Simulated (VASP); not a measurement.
A run of VASP 6.6.1 is set up as follows.

The input INCAR:

```
SYSTEM = Se
ALGO = Normal
EDIFF = 1E-7
ENCUT = 520
ISIF = 2
ISMEAR = 0
LASPH = .TRUE.
LCHARG = .TRUE.
LELF = .TRUE.
LREAL = .FALSE.
LVHAR = .TRUE.
LWAVE = .FALSE.
NBANDS = 13
NELM = 80
PREC = Accurate
SIGMA = 0.15
```

Contents of KPOINTS:

```
k-points
0
G
  14 14 14
  0 0 0
```

The input POSCAR:

```
Se
1.0
    0.0000000000      2.7847034317      3.9375706525
    2.7847034317      0.0000000000      3.9375706525
    2.7847034317      2.7847034317      0.0000000000
Se
2
Direct
    0.5000000000      0.5000000000      0.5000000000
    0.7500000000      0.7500000000      0.7500000000
```

Potentials or basis: VASP PAW LDA potentials, release 64 (Se).

The run is started by

```console
$ cat potpaw_LDA.64/Se/POTCAR > POTCAR
$ mpirun -np 1 vasp_std > vasp.out
```

**Question.** Estimate the pressure.

**Answer.** -5.8 GPa.

**Question.** Estimate the band gap on the k mesh.

**Answer.** Zero (band 6 reaches 2.59 eV, above the bottom of band 7 at 1.30 eV).

Stress tensor (GPa, compression positive):
```
-5.76  0.00  0.00
 0.00 -5.76  0.00
 0.00  0.00 -5.90
```
